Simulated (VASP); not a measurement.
Au:

```
Au
1.0
     4.57611    0.00000    0.00000
    -2.28805    3.96302    0.00000
     0.00000    0.00000    2.80515
Au
3
Direct
  0.00000 0.00000 0.00000
  0.33333 0.66667 0.50000
  0.66667 0.33333 0.50000
```

This isn't the form of Au at room conditions, which is fcc.

- Program: VASP 6.6.1
- Task: relaxation of cell and atoms
- Functional: RPBE
- Potentials or basis: VASP PAW PBE potentials, release 64 (Au)
- Cutoff: 600 eV
- k mesh: 8 × 8 × 11
- Occupations: fermi-dirac, width 0.1 eV
- Spin: no spin polarisation

At the start: pressure 17.3 GPa; volume 16.96 Å³/atom.

How do energy, volume and symmetry change on relaxing?

Over 9 steps the energy falls by 96.5 meV/atom and the volume is 18.89 Å³/atom (+11.4 %); space group P6/mmm (No. 191, to 0.1 Å) before and after.

Step by step:
| step | energy change (eV) | largest force (eV/Å) | pressure (GPa) | volume (Å³) |
| --- | --- | --- | --- | --- |
| 1 | 0.0000 | 0.0000 | 17.33 | 50.87 |
| 2 | 0.0631 | 0.0000 | -10.54 | 65.59 |
| 3 | -0.2861 | 0.0000 | -0.49 | 56.95 |
| 4 | -0.2863 | 0.0000 | -0.23 | 56.81 |
| 5 | -0.2863 | 0.0000 | 0.02 | 56.69 |
| 6 | -0.2889 | 0.0000 | 0.14 | 56.62 |
| 7 | -0.2893 | 0.0000 | 0.21 | 56.58 |
| 8 | -0.2893 | 0.0000 | -0.17 | 56.78 |
| 9 | -0.2894 | 0.0000 | 0.00 | 56.68 |

Final structure:
```
Au
1.0
     4.78431    0.00000    0.00000
    -2.39216    4.14334    0.00000
     0.00000    0.00000    2.85931
Au
3
Direct
  0.00000 0.00000 0.00000
  0.33333 0.66667 0.50000
  0.66667 0.33333 0.50000
```

Caveat: the PAW data sets were made with another functional, which shifts forces and pressure a little.
